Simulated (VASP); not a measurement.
# SiC (F-43m) in VASP: further runs

SiC is run at these levels: PBEsol; tasks: single point.

Everything below comes from runs of VASP 6.6.1. Logs are shortened: lines on timing, memory, paths and dates and some standing lists are left out, and cuts for length are marked.

## Step 1: The cell of the first run

It takes space group F-43m (No. 216, cubic). Conventional cell: a = 4.356 Å, b = 4.356 Å, c = 4.356 Å, α = 90.00°, β = 90.00°, γ = 90.00°. Si (site symmetry -43m) has 4 C at 1.89 Å within 2.5 Å. C (site symmetry -43m) has 4 Si at 1.89 Å within 2.5 Å.

## Step 2: Single point, PBEsol

INCAR

```
  PREC = Accurate
  ENCUT = 600
  EDIFF = 1E-6
  ISMEAR = 1
  SIGMA = 0.05
  LREAL = False
  LASPH = True
  NELM = 120
  ALGO = Normal
  ISIF = 2
  LWAVE = False
  LCHARG = False
  GGA = PS
  NBANDS = 11
  GGA_COMPAT = False
```

KPOINTS

```
Automatic mesh
0
Gamma
  8 8 8
```

POSCAR

```
SiC
1.0
    0.0000000000      2.1780523476      2.1780523476
    2.1780523476      0.0000000000      2.1780523476
    2.1780523476      2.1780523476      0.0000000000
Si C
1 1
Direct
    0.0000000000      0.0000000000      0.0000000000
    0.2500000000      0.2500000000      0.2500000000
```

Potentials or basis: VASP PAW PBE potentials, release 64 (Si, C).

The run is started by

```
> cat potpaw_PBE.64/Si/POTCAR potpaw_PBE.64/C/POTCAR > POTCAR
> mpirun -np 1 vasp_std > vasp.out
```

OUTCAR:

```text
PREC = Accurate
   ENCUT = 600
   EDIFF = 1E-6
   ISMEAR = 1
   LREAL = False
   LASPH = True
   NELM = 120
   ISIF = 2
   GGA = PS

 ion  position               nearest neighbor table
   1  0.000  0.000  0.000-   2 1.89   2 1.89   2 1.89   2 1.89
   2  0.250  0.250  0.250-   1 1.89   1 1.89   1 1.89   1 1.89

  LATTYP: Found a face centered cubic cell.
 ALAT       =     4.3561046952

  Lattice vectors:

 A1 = (   0.0000000000,   2.1780523476,   2.1780523476)
 A2 = (   2.1780523476,   0.0000000000,   2.1780523476)
 A3 = (   2.1780523476,   2.1780523476,   0.0000000000)

Analysis of symmetry for initial positions (statically):
=====================================================================
 Subroutine PRICEL returns:
 Original cell was already a primitive cell.

 Routine SETGRP: Setting up the symmetry group for a
 face centered cubic supercell.

 Subroutine GETGRP returns: Found 24 space group operations
 (whereof 24 operations were pure point group operations)
 out of a pool of 48 trial point group operations.

The static configuration has the point symmetry T_d .

Analysis of symmetry for dynamics (positions and initial velocities):
=====================================================================
 Subroutine PRICEL returns:
 Original cell was already a primitive cell.

 Routine SETGRP: Setting up the symmetry group for a
 face centered cubic supercell.

 Subroutine GETGRP returns: Found 24 space group operations
 (whereof 24 operations were pure point group operations)
 out of a pool of 48 trial point group operations.

The dynamic configuration has the point symmetry T_d .

 Subroutine INISYM returns: Found 24 space group operations
 (whereof 24 operations are pure point group operations),
 and found     1 'primitive' translations

----------------------------------------------------------------------------------------

                                     Primitive cell

  volume of cell :      20.6650

  direct lattice vectors                    reciprocal lattice vectors
     0.000000000  2.178052348  2.178052348    -0.229562894  0.229562894  0.229562894
     2.178052348  0.000000000  2.178052348     0.229562894 -0.229562894  0.229562894
     2.178052348  2.178052348  0.000000000     0.229562894  0.229562894 -0.229562894

  length of vectors
     3.080231170  3.080231170  3.080231170     0.397614596  0.397614596  0.397614596

  position of ions in fractional coordinates (direct lattice)
     0.000000000  0.000000000  0.000000000
     0.250000000  0.250000000  0.250000000

  ion indices of the primitive-cell ions
   primitive index   ion index
                 1           1
                 2           2

----------------------------------------------------------------------------------------

 KPOINTS: Automatic mesh

Automatic generation of k-mesh.
 Grid dimensions read from file:
 generate k-points for:    8    8    8

 Generating k-lattice:

  Cartesian coordinates                     Fractional coordinates (reciprocal lattice)
    -0.028695362  0.028695362  0.028695362     0.125000000  0.000000000  0.000000000
     0.028695362 -0.028695362  0.028695362     0.000000000  0.125000000  0.000000000
     0.028695362  0.028695362 -0.028695362     0.000000000  0.000000000  0.125000000

  Length of vectors
     0.049701824  0.049701824  0.049701824

  Shift w.r.t. Gamma in fractional coordinates (k-lattice)
     0.000000000  0.000000000  0.000000000

 Subroutine IBZKPT returns following result:
 ===========================================

 Found     29 irreducible k-points:

 Following reciprocal coordinates:
            Coordinates               Weight
  0.000000  0.000000  0.000000      1.000000
  0.125000  0.000000  0.000000      8.000000
  0.250000  0.000000  0.000000      8.000000
  0.375000  0.000000  0.000000      8.000000
  0.500000  0.000000  0.000000      4.000000
  0.125000  0.125000  0.000000      6.000000
[... 16 lines left out ...]
  0.500000  0.250000  0.125000     48.000000
 -0.375000  0.250000  0.125000     24.000000
 [... further k-points ...]
   k-points           NKPTS =     29   k-points in BZ     NKDIM =     29   number of bands    NBANDS=     11
   number of dos      NEDOS =    301   number of ions     NIONS =      2
   total plane-waves  NPLWV =  21952
   dimension x,y,z NGX =    28 NGY =   28 NGZ =   28
   dimension x,y,z NGXF=    56 NGYF=   56 NGZF=   56
   ions per type =               1   1
   NGX,Y,Z   is equivalent  to a cutoff of  15.11, 15.11, 15.11 a.u.
   NGXF,Y,Z  is equivalent  to a cutoff of  30.22, 30.22, 30.22 a.u.
 SYSTEM =  unknown system
   PREC   = accura    normal or accurate (medium, high low for compatibility)
   ISTART =      0    job   : 0-new  1-cont  2-samecut
   ICHARG =      2    charge: 1-file 2-atom 10-const
   ISPIN  =      1    spin polarized calculation?
   LNONCOLLINEAR =      F non collinear calculations
   LSORBIT =      F    spin-orbit coupling
   LASPH  =      T    aspherical Exc in radial PAW
   ENCUT  =  600.0 eV  44.10 Ry    6.64 a.u.   6.15  6.15  6.15*2*pi/ulx,y,z
   NELM   =    120;   NELMIN=  2; NELMDL= -5     # of ELM steps
   EDIFF  = 0.1E-05   stopping-criterion for ELM
   LREAL  =      F    real-space projection
   EDIFFG = 0.1E-04   stopping-criterion for IOM
   NSW    =      0    number of steps for IOM
   IBRION =     -1    ionic relax: 0-MD 1-quasi-New 2-CG
   NFREE  =      0    steps in history (QN), initial steepest desc. (CG)
   ISIF   =      2    stress and relaxation
   ISYM   =      2    0-nonsym 1-usesym 2-fastsym
   POTIM  = 0.5000    time-step for ionic-motion
   TEBEG  =    0.0;   TEEND  =   0.0 temperature during run
   PSTRESS=    0.0 pullay stress
   NELECT =       8.0000    total number of electrons
   NUPDOWN=      -1.0000    fix difference up-down
   EMIN   =  10.00;   EMAX   =-10.00  energy-range for DOS
   EFERMI =   0.00;   METHOD = LEGACY
   ISMEAR =     1;   SIGMA  =   0.05  broadening in eV -4-tet -1-fermi 0-gaus
   EFERMI_NEDOS =   21; number of points for ismear=-14 and -15
   IALGO  =     38    algorithm
   IMIX   =      4    mixing-type and parameters
     AMIX     =   0.40;   BMIX     =  1.00
     AMIX_MAG =   1.60;   BMIX_MAG =  1.00
  volume/ion in A,a.u.               =      10.33        69.73
  Fermi-wavevector in a.u.,A,eV,Ry     =   1.193145  2.254717 19.369182  1.423595
  Thomas-Fermi vector in A             =   2.329166
   LORBIT       =      0    0 simple, 1 ext, 2 COOP (PROOUT), +10 PAW based schemes
   GGA     = PS    functional components
   LHFCALC =     F    Hartree Fock is set to
   AEXX    =    0.0000 exact exchange contribution
   IVDW    =     0    specifies the selected vdW correction
   LEPSILON=     F    determine dielectric tensor
   LRPA    =     F    only Hartree local field effects (RPA)
 non-spin polarized calculation
 Methfessel and Paxton  Order N= 1 SIGMA  =   0.05
  energy-cutoff  :      600.00
  volume of cell :       20.66
 maximum number of plane-waves:       701
 NGX is ok and might be reduce to    28
   NGX = 13   NGY = 13   NGZ = 13

 number of electron       8.0000000 magnetization

 Free energy of the ion-electron system (eV)
  ---------------------------------------------------
  ext. energy  EPLUGINS =         0.00000000
  ---------------------------------------------------
  free energy    TOTEN  =       -15.91491119 eV

  energy without entropy =      -15.91492818  energy(sigma->0) =      -15.91491686

 E-fermi :   8.1137     XC(G=0): -11.5103

 val. band max:        8.0716252828   @ k =   0.0000   0.0000   0.0000
 cond. band min:       9.3037017789   @ k =   0.5000   0.5000   0.0000
 fundamental gap:      1.2320764962
 Fermi energy:         8.1137190661

 k-point     1 :       0.0000    0.0000    0.0000
  band No.  band energies     occupation
      1      -7.3632      2.00000
      2       8.0716      2.00000
      3       8.0716      2.00000
      4       8.0716      2.00000
      5      14.2733      0.00000
      6      15.3228      0.00000
      7      15.3228      0.00000
      8      15.3228      0.00000
      9      22.5354      0.00000
     10      22.5354      0.00000
     11      24.3539      0.00000

 k-point     2 :       0.1250    0.0000    0.0000
  band No.  band energies     occupation
      1      -7.0569      2.00000
      2       6.5781      2.00000
      3       7.8691      2.00000
      4       7.8691      2.00000
      5      14.4961      0.00000
      6      15.6758      0.00000
      7      15.6758      0.00000
      8      15.8589      0.00000
      9      21.2807      0.00000
     10      21.2807      0.00000
     11      23.9290      0.00000

 k-point     3 :       0.2500    0.0000    0.0000
  band No.  band energies     occupation
      1      -6.1604      2.00000
      2       3.7539      2.00000
      3       7.4619      2.00000
      4       7.4619      2.00000
      5      14.0075      0.00000
      6      15.9170      0.00000
      7      15.9170      0.00000
      8      17.3584      0.00000
      9      21.1078      0.00000
     10      21.1078      0.00000
     11      23.0197      0.00000

 k-point     4 :       0.3750    0.0000    0.0000
  band No.  band energies     occupation
      1      -4.7927      2.00000
      2       0.9956      2.00000
      3       7.1340      2.00000
      4       7.1340      2.00000
      5      13.5972      0.00000
      6      15.4748      0.00000
      7      15.4748      0.00000
      8      17.9812      0.00000
      9      23.1074      0.00000
     10      23.1074      0.00000
     11      23.4333      0.00000

 k-point     5 :       0.5000    0.0000    0.0000
  band No.  band energies     occupation
      1      -3.7537      2.00000
      2      -0.5346      2.00000
      3       7.0148      2.00000
      4       7.0148      2.00000
      5      13.4571      0.00000
      6      15.2162      0.00000
      7      15.2162      0.00000
      8      17.9938      0.00000
      9      24.0968      0.00000
     10      25.2237      0.00000
     11      25.2237      0.00000
[... 211 lines left out ...]
 k-point    21 :       0.5000    0.5000    0.0000
  band No.  band energies     occupation
      1      -2.2890      2.00000
      2       0.2340      2.00000
      3       4.8592      2.00000
      4       4.8592      2.00000
      5       9.3037      0.00000
      6      12.2749      0.00000
      7      22.0398      0.00000
      8      22.0398      0.00000
      9      22.7709      0.00000
     10      28.1346      0.00000
     11      30.2416      0.00000

 k-point    22 :       0.3750    0.2500    0.1250
  band No.  band energies     occupation
      1      -5.3809      2.00000
      2       3.5754      2.00000
      3       5.1809      2.00000
      4       6.7877      2.00000
      5      13.3470      0.00000
      6      15.6252      0.00000
      7      16.4714      0.00000
      8      18.0836      0.00000
      9      20.2381      0.00000
     10      23.9837      0.00000
     11      27.3824      0.00000

 k-point    23 :       0.5000    0.2500    0.1250
  band No.  band energies     occupation
      1      -4.0657      2.00000
      2       1.5253      2.00000
      3       4.4424      2.00000
      4       6.1284      2.00000
      5      13.2805      0.00000
      6      15.5913      0.00000
      7      17.2054      0.00000
      8      18.4567      0.00000
      9      21.3774      0.00000
     10      24.4762      0.00000
     11      27.2774      0.00000

 k-point    24 :      -0.3750    0.2500    0.1250
  band No.  band energies     occupation
      1      -3.0994      2.00000
      2       0.1843      2.00000
      3       4.3342      2.00000
      4       5.7864      2.00000
      5      13.2215      0.00000
      6      15.2728      0.00000
      7      18.1637      0.00000
      8      19.0040      0.00000
      9      21.4057      0.00000
     10      24.2078      0.00000
     11      27.2533      0.00000

 [... further k-points ...]

------------------------ aborting loop because EDIFF is reached ----------------------------------------

  FORCE on cell =-STRESS in cart. coord.  units (eV):
  Direction    XX          YY          ZZ          XY          YZ          ZX
  --------------------------------------------------------------------------------------
  -------------------------------------------------------------------------------------
  Total        0.0436797      0.0436797      0.0436797      0.0000000      0.0000000      0.0000000
  in kB        3.3865363      3.3865363      3.3865363      0.0000000      0.0000000      0.0000000
  external PRESSURE =       3.3865363 kB  Pullay stress =       0.0000000 kB

 VOLUME and BASIS-vectors are now :
 -----------------------------------------------------------------------------
  energy-cutoff  :      600.00
  volume of cell :       20.66
      direct lattice vectors                 reciprocal lattice vectors
     0.000000000  2.178052348  2.178052348    -0.229562894  0.229562894  0.229562894
     2.178052348  0.000000000  2.178052348     0.229562894 -0.229562894  0.229562894
     2.178052348  2.178052348  0.000000000     0.229562894  0.229562894 -0.229562894

 POSITION                                       TOTAL-FORCE (eV/Angst)
 -----------------------------------------------------------------------------------
      0.00000      0.00000      0.00000         0.000000     -0.000000     -0.000000
      1.08903      1.08903      1.08903         0.000000      0.000000      0.000000
 -----------------------------------------------------------------------------------
    total drift:                               -0.000000     -0.000000     -0.000000

  FREE ENERGIE OF THE ION-ELECTRON SYSTEM (eV)
  ---------------------------------------------------
  free  energy   TOTEN  =       -15.9149111946 eV

  energy  without entropy=      -15.9149281820  energy(sigma->0) =      -15.91491686
```

Run time: 9.2 s. Hardware: 1 thread of Intel Xeon Platinum 8488C (Sapphire Rapids), shared host; peak memory 0.14 GiB.

What came out:

```
Free energy            : -15.9149 eV
Pressure               : 0.3 GPa
Band gap on the k mesh : 1.23 eV (least direct gap 4.44 eV)
```

Caveat: the PAW data sets were made with another functional, which shifts forces and pressure a little.

## Step 3: Single point, PBEsol

INCAR

```
SYSTEM = SiC
PREC     = Accurate       ! precision mode
ENCUT    = 600            ! plane-wave cutoff, eV
EDIFF    = 1E-6           ! SCF threshold, eV
ISMEAR   = 0              ! smearing method
SIGMA    = 0.2            ! smearing width, eV
LREAL    = .FALSE.        ! projectors in reciprocal space
LASPH    = .TRUE.         ! aspherical terms in the spheres
NELM     = 120            ! most SCF steps
ALGO     = Normal         ! electronic algorithm
ISIF     = 2              ! what is computed and relaxed
LWAVE    = .FALSE.        ! write WAVECAR
LCHARG   = .FALSE.        ! write CHGCAR
GGA      = PS             ! functional
NBANDS   = 11             ! bands
GGA_COMPAT= .FALSE.
```

KPOINTS

```
regular mesh
0
G
  8 8 8
  0 0 0
```

POSCAR is that of step 2.

Potentials or basis: VASP PAW PBE potentials, release 64 (Si, C).

The run is started by

```
> cat potpaw_PBE.64/Si/POTCAR potpaw_PBE.64/C/POTCAR > POTCAR
> mpirun -np 1 vasp_std > vasp.out
```

It took 6.7 s on 1 thread of Intel Xeon Platinum 8488C (Sapphire Rapids), shared host; peak memory 0.15 GiB.

The run converged. Its results:

- Free energy: -15.9149 eV
- Pressure: 0.3 GPa
- Band gap on the k mesh: 1.23 eV (least direct gap 4.44 eV)

Levels at points of the mesh, in eV from the valence-band top:
| k point | band 1 | band 2 | band 3 | band 4 | band 5 | band 6 | band 7 | band 8 |
| --- | --- | --- | --- | --- | --- | --- | --- | --- |
| (0.00, 0.00, 0.00) | -15.43 | 0.00 | 0.00 | 0.00 | 6.20 | 7.25 | 7.25 | 7.25 |
| (0.50, 0.00, 0.00) | -11.83 | -8.61 | -1.06 | -1.06 | 5.39 | 7.14 | 7.14 | 9.92 |
| (0.50, 0.50, 0.00) | -10.36 | -7.84 | -3.21 | -3.21 | 1.23 | 4.20 | 13.97 | 13.97 |

Caveat: the PAW data sets were made with another functional, which shifts forces and pressure a little. A k mesh can miss the band edges.

(Part 1 of 2 ends here.)
